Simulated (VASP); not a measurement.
# WI6 (Fm-3m) in VASP: notebook

The runs below take WI6 through single point, with PBE.

Program: VASP 6.6.1. These are calculated values, not measurements. Logs are shortened: lines on timing, memory, paths and dates and some standing lists are left out, and cuts for length are marked.

**1. The cell of the first run**

The structure is cubic, space group Fm-3m (No. 225). The conventional cell has a = 11.333 Å, b = 11.333 Å, c = 11.333 Å, α = 90.00°, β = 90.00°, γ = 90.00°. Within 3.6 Å of W (site symmetry m-3m) lie 6 I at 2.71 Å. Within 3.6 Å of I (site symmetry 4mm) lie 1 W at 2.71 Å.

**2. Single point, PBE (51.98 Å³/atom)**

The input, INCAR:

```
SYSTEM = WI6
PREC     = Accurate       ! precision mode
ENCUT    = 520            ! plane-wave cutoff, eV
EDIFF    = 1E-6           ! SCF threshold, eV
ISMEAR   = 0              ! smearing method
SIGMA    = 0.01           ! smearing width, eV
LREAL    = .FALSE.        ! projectors in reciprocal space
LASPH    = .TRUE.         ! aspherical terms in the spheres
NELM     = 100            ! most SCF steps
ALGO     = Normal         ! electronic algorithm
ISIF     = 2              ! what is computed and relaxed
LWAVE    = .FALSE.        ! write WAVECAR
LCHARG   = .FALSE.        ! write CHGCAR
GGA      = PE             ! functional
NBANDS   = 37             ! bands
```

The input, KPOINTS:

```
regular mesh
0
G
  6 6 6
  0 0 0
```

The input, POSCAR:

```
WI6
1.0
    0.0000000000      5.6663599115      5.6663599115
    5.6663599115      0.0000000000      5.6663599115
    5.6663599115      5.6663599115      0.0000000000
W I
1 6
Direct
    0.0000000000      0.0000000000      0.0000000000
    0.7610220752      0.2389779248      0.2389779248
    0.2389779248      0.7610220752      0.7610220752
    0.2389779248      0.7610220752      0.2389779248
    0.7610220752      0.2389779248      0.7610220752
    0.2389779248      0.2389779248      0.7610220752
    0.7610220752      0.7610220752      0.2389779248
```

Potentials or basis: VASP PAW PBE potentials, release 64 (W_sv, I).

The run is started by

```
cat potpaw_PBE.64/W_sv/POTCAR potpaw_PBE.64/I/POTCAR > POTCAR
mpirun -np 1 vasp_std > vasp.out
```

OUTCAR:

```text
SYSTEM = WI6
   PREC = Accurate
   ENCUT = 520
   EDIFF = 1E-6
   ISMEAR = 0
   LREAL = .FALSE.
   LASPH = .TRUE.
   NELM = 100
   ISIF = 2
   GGA = PE

 ion  position               nearest neighbor table
   1  0.000  0.000  0.000-   2 2.71   3 2.71   4 2.71   5 2.71   6 2.71   7 2.71
   2  0.761  0.239  0.239-   1 2.71
   3  0.239  0.761  0.761-   1 2.71
   4  0.239  0.761  0.239-   1 2.71
   5  0.761  0.239  0.761-   1 2.71
   6  0.239  0.239  0.761-   1 2.71
   7  0.761  0.761  0.239-   1 2.71

  LATTYP: Found a face centered cubic cell.
 ALAT       =    11.3327198230

  Lattice vectors:

 A1 = (   0.0000000000,   5.6663599115,   5.6663599115)
 A2 = (   5.6663599115,   0.0000000000,   5.6663599115)
 A3 = (   5.6663599115,   5.6663599115,   0.0000000000)

Analysis of symmetry for initial positions (statically):
=====================================================================
 Subroutine PRICEL returns:
 Original cell was already a primitive cell.

 Routine SETGRP: Setting up the symmetry group for a
 face centered cubic supercell.

 Subroutine GETGRP returns: Found 48 space group operations
 (whereof 48 operations were pure point group operations)
 out of a pool of 48 trial point group operations.

The static configuration has the point symmetry O_h .

Analysis of symmetry for dynamics (positions and initial velocities):
=====================================================================
 Subroutine PRICEL returns:
 Original cell was already a primitive cell.

 Routine SETGRP: Setting up the symmetry group for a
 face centered cubic supercell.

 Subroutine GETGRP returns: Found 48 space group operations
 (whereof 48 operations were pure point group operations)
 out of a pool of 48 trial point group operations.

The dynamic configuration has the point symmetry O_h .

 Subroutine INISYM returns: Found 48 space group operations
 (whereof 48 operations are pure point group operations),
 and found     1 'primitive' translations

----------------------------------------------------------------------------------------

                                     Primitive cell

  volume of cell :     363.8668

  direct lattice vectors                    reciprocal lattice vectors
     0.000000000  5.666359911  5.666359911    -0.088240071  0.088240071  0.088240071
     5.666359911  0.000000000  5.666359911     0.088240071 -0.088240071  0.088240071
     5.666359911  5.666359911  0.000000000     0.088240071  0.088240071 -0.088240071

  length of vectors
     8.013443036  8.013443036  8.013443036     0.152836286  0.152836286  0.152836286

  position of ions in fractional coordinates (direct lattice)
     0.000000000  0.000000000  0.000000000
     0.761022075  0.238977925  0.238977925
     0.238977925  0.761022075  0.761022075
     0.238977925  0.761022075  0.238977925
     0.761022075  0.238977925  0.761022075
     0.238977925  0.238977925  0.761022075
     0.761022075  0.761022075  0.238977925

  ion indices of the primitive-cell ions
   primitive index   ion index
                 1           1
                 2           2
                 3           3
                 4           4
                 5           5
                 6           6
                 7           7

----------------------------------------------------------------------------------------

 KPOINTS: regular mesh

Automatic generation of k-mesh.
 Grid dimensions read from file:
 generate k-points for:    6    6    6

 Generating k-lattice:

  Cartesian coordinates                     Fractional coordinates (reciprocal lattice)
    -0.014706678  0.014706678  0.014706678     0.166666667  0.000000000  0.000000000
     0.014706678 -0.014706678  0.014706678     0.000000000  0.166666667  0.000000000
     0.014706678  0.014706678 -0.014706678     0.000000000  0.000000000  0.166666667

  Length of vectors
     0.025472714  0.025472714  0.025472714

  Shift w.r.t. Gamma in fractional coordinates (k-lattice)
     0.000000000  0.000000000  0.000000000

 Subroutine IBZKPT returns following result:
 ===========================================

 Found     16 irreducible k-points:

 Following reciprocal coordinates:
            Coordinates               Weight
  0.000000  0.000000  0.000000      1.000000
  0.166667  0.000000  0.000000      8.000000
  0.333333  0.000000  0.000000      8.000000
  0.500000  0.000000  0.000000      4.000000
  0.166667  0.166667  0.000000      6.000000
  0.333333  0.166667  0.000000     24.000000
[... 8 lines left out ...]
 -0.333333  0.333333  0.166667     24.000000
 -0.333333  0.500000  0.166667     12.000000
   k-points           NKPTS =     16   k-points in BZ     NKDIM =     16   number of bands    NBANDS=     37
   number of dos      NEDOS =    301   number of ions     NIONS =      7
   total plane-waves  NPLWV = 216000
   dimension x,y,z NGX =    60 NGY =   60 NGZ =   60
   dimension x,y,z NGXF=   120 NGYF=  120 NGZF=  120
   ions per type =               1   6
   NGX,Y,Z   is equivalent  to a cutoff of  12.45, 12.45, 12.45 a.u.
   NGXF,Y,Z  is equivalent  to a cutoff of  24.90, 24.90, 24.90 a.u.
 SYSTEM =  WI6
   PREC   = accura    normal or accurate (medium, high low for compatibility)
   ISTART =      0    job   : 0-new  1-cont  2-samecut
   ICHARG =      2    charge: 1-file 2-atom 10-const
   ISPIN  =      1    spin polarized calculation?
   LNONCOLLINEAR =      F non collinear calculations
   LSORBIT =      F    spin-orbit coupling
   LASPH  =      T    aspherical Exc in radial PAW
   ENCUT  =  520.0 eV  38.22 Ry    6.18 a.u.  14.90 14.90 14.90*2*pi/ulx,y,z
   NELM   =    100;   NELMIN=  2; NELMDL= -5     # of ELM steps
   EDIFF  = 0.1E-05   stopping-criterion for ELM
   LREAL  =      F    real-space projection
   EDIFFG = 0.1E-04   stopping-criterion for IOM
   NSW    =      0    number of steps for IOM
   IBRION =     -1    ionic relax: 0-MD 1-quasi-New 2-CG
   NFREE  =      0    steps in history (QN), initial steepest desc. (CG)
   ISIF   =      2    stress and relaxation
   ISYM   =      2    0-nonsym 1-usesym 2-fastsym
   POTIM  = 0.5000    time-step for ionic-motion
   TEBEG  =    0.0;   TEEND  =   0.0 temperature during run
   PSTRESS=    0.0 pullay stress
   NELECT =      56.0000    total number of electrons
   NUPDOWN=      -1.0000    fix difference up-down
   EMIN   =  10.00;   EMAX   =-10.00  energy-range for DOS
   EFERMI =   0.00;   METHOD = LEGACY
   ISMEAR =     0;   SIGMA  =   0.01  broadening in eV -4-tet -1-fermi 0-gaus
   EFERMI_NEDOS =   21; number of points for ismear=-14 and -15
   IALGO  =     38    algorithm
   IMIX   =      4    mixing-type and parameters
     AMIX     =   0.40;   BMIX     =  1.00
     AMIX_MAG =   1.60;   BMIX_MAG =  1.00
  volume/ion in A,a.u.               =      51.98       350.78
  Fermi-wavevector in a.u.,A,eV,Ry     =   0.877317  1.657889 10.472209  0.769686
  Thomas-Fermi vector in A             =   1.997249
   LORBIT       =      0    0 simple, 1 ext, 2 COOP (PROOUT), +10 PAW based schemes
   GGA     = PE    functional components
   LHFCALC =     F    Hartree Fock is set to
   AEXX    =    0.0000 exact exchange contribution
   IVDW    =     0    specifies the selected vdW correction
   LEPSILON=     F    determine dielectric tensor
   LRPA    =     F    only Hartree local field effects (RPA)
 non-spin polarized calculation
 Gauss-broadening in eV      SIGMA  =   0.01
  energy-cutoff  :      520.00
  volume of cell :      363.87
 maximum number of plane-waves:      9841
   NGX = 29   NGY = 29   NGZ = 29

 number of electron      55.9999994 magnetization

 Free energy of the ion-electron system (eV)
  ---------------------------------------------------
  ext. energy  EPLUGINS =         0.00000000
  ---------------------------------------------------
  free energy    TOTEN  =       -22.15204044 eV

  energy without entropy =      -22.15204044  energy(sigma->0) =      -22.15204044

 E-fermi :   0.8212     XC(G=0):  -6.8910

 val. band max:        0.7866530564   @ k =   0.0000   0.0000   0.0000
 cond. band min:       0.8554877773   @ k =   0.5000   0.5000   0.0000
 fundamental gap:      0.0688347209
 Fermi energy:         0.8212277784

 k-point     1 :       0.0000    0.0000    0.0000
  band No.  band energies     occupation
      1     -74.7924      2.00000
      2     -38.8614      2.00000
      3     -38.8614      2.00000
      4     -38.8614      2.00000
      5     -11.7851      2.00000
      6     -10.9516      2.00000
[... 29 lines left out ...]
     36       5.6847      0.00000
     37       6.9597      0.00000

 k-point     2 :       0.1667    0.0000    0.0000
  band No.  band energies     occupation
      1     -74.7924      2.00000
      2     -38.8614      2.00000
      3     -38.8614      2.00000
      4     -38.8614      2.00000
      5     -11.7598      2.00000
      6     -10.9894      2.00000
[... 29 lines left out ...]
     36       5.8426      0.00000
     37       6.9150      0.00000

 k-point     3 :       0.3333    0.0000    0.0000
  band No.  band energies     occupation
      1     -74.7924      2.00000
      2     -38.8614      2.00000
      3     -38.8614      2.00000
      4     -38.8614      2.00000
      5     -11.7007      2.00000
      6     -11.0730      2.00000
[... 29 lines left out ...]
     36       6.3570      0.00000
     37       6.7845      0.00000
[... 441 lines left out ...]
 k-point    15 :      -0.3333    0.3333    0.1667
  band No.  band energies     occupation
      1     -74.7924      2.00000
      2     -38.8614      2.00000
      3     -38.8614      2.00000
      4     -38.8614      2.00000
      5     -11.6368      2.00000
      6     -11.1019      2.00000
[... 29 lines left out ...]
     36       7.1989      0.00000
     37       7.5023      0.00000

 k-point    16 :      -0.3333    0.5000    0.1667
  band No.  band energies     occupation
      1     -74.7924      2.00000
      2     -38.8614      2.00000
      3     -38.8614      2.00000
      4     -38.8614      2.00000
      5     -11.6283      2.00000
      6     -11.0843      2.00000
[... 29 lines left out ...]
     36       7.2584      0.00000
     37       7.3611      0.00000

------------------------ aborting loop because EDIFF is reached ----------------------------------------

  FORCE on cell =-STRESS in cart. coord.  units (eV):
  Direction    XX          YY          ZZ          XY          YZ          ZX
  --------------------------------------------------------------------------------------
  -------------------------------------------------------------------------------------
  Total        0.4740277      0.4740277      0.4740277      0.0000000     -0.0000000      0.0000000
  in kB        2.0872372      2.0872372      2.0872372      0.0000000     -0.0000000      0.0000000
  external PRESSURE =       2.0872372 kB  Pullay stress =       0.0000000 kB

 VOLUME and BASIS-vectors are now :
 -----------------------------------------------------------------------------
  energy-cutoff  :      520.00
  volume of cell :      363.87
      direct lattice vectors                 reciprocal lattice vectors
     0.000000000  5.666359911  5.666359911    -0.088240071  0.088240071  0.088240071
     5.666359911  0.000000000  5.666359911     0.088240071 -0.088240071  0.088240071
     5.666359911  5.666359911  0.000000000     0.088240071  0.088240071 -0.088240071

 POSITION                                       TOTAL-FORCE (eV/Angst)
 -----------------------------------------------------------------------------------
      0.00000      0.00000      0.00000        -0.000000     -0.000000      0.000000
      2.70827      5.66636      5.66636        -0.000199      0.000000      0.000000
      8.62445      5.66636      5.66636         0.000199      0.000000      0.000000
      5.66636      2.70827      5.66636         0.000000     -0.000199      0.000000
      5.66636      8.62445      5.66636         0.000000      0.000199      0.000000
      5.66636      5.66636      2.70827         0.000000      0.000000     -0.000199
      5.66636      5.66636      8.62445         0.000000      0.000000      0.000199
 -----------------------------------------------------------------------------------
    total drift:                                0.000000      0.000000     -0.000000

  FREE ENERGIE OF THE ION-ELECTRON SYSTEM (eV)
  ---------------------------------------------------
  free  energy   TOTEN  =       -22.1520404388 eV

  energy  without entropy=      -22.1520404374  energy(sigma->0) =      -22.15204044
```

It took 3.1 min on 1 thread of Intel Xeon 6975P-C (Granite Rapids), shared host; peak memory 0.58 GiB.

Results:

* Free energy: -22.1520 eV
* Pressure: 0.2 GPa
* Band gap on the k mesh: 0.07 eV (least direct gap 0.08 eV)

Caveat: spin-orbit coupling is left out, which moves the levels of the heavy elements.

(Part 1 of 2 ends here.)
